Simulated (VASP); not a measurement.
Input of a VASP 6.6.1 run:

Contents of INCAR:

```
PREC = Accurate
ENCUT = 520
EDIFF = 1E-6
ISMEAR = 0
SIGMA = 0.02
LREAL = False
LASPH = True
NELM = 80
ALGO = Normal
ISIF = 2
LWAVE = False
LCHARG = False
GGA = PE
NBANDS = 15
```

File KPOINTS:

```
regular mesh
0
Gamma
  6 6 6
```

The input POSCAR:

```
KBr
1.0
    0.0000000000      3.4161596780      3.4161596780
    3.4161596780      0.0000000000      3.4161596780
    3.4161596780      3.4161596780      0.0000000000
K Br
1 1
Direct
    0.0000000000      0.0000000000      0.0000000000
    0.5000000000      0.5000000000      0.5000000000
```

Potentials or basis: VASP PAW PBE potentials, release 64 (K_sv, Br).

Command:

```bash
$ cat potpaw_PBE.64/K_sv/POTCAR potpaw_PBE.64/Br/POTCAR > POTCAR
$ mpirun -np 1 vasp_std > vasp.out
```

(1) What does it give for the band gap on the k mesh?

(2) Predict the pressure.

Results:

(1) 4.17 eV, direct.

(2) -0.6 GPa.
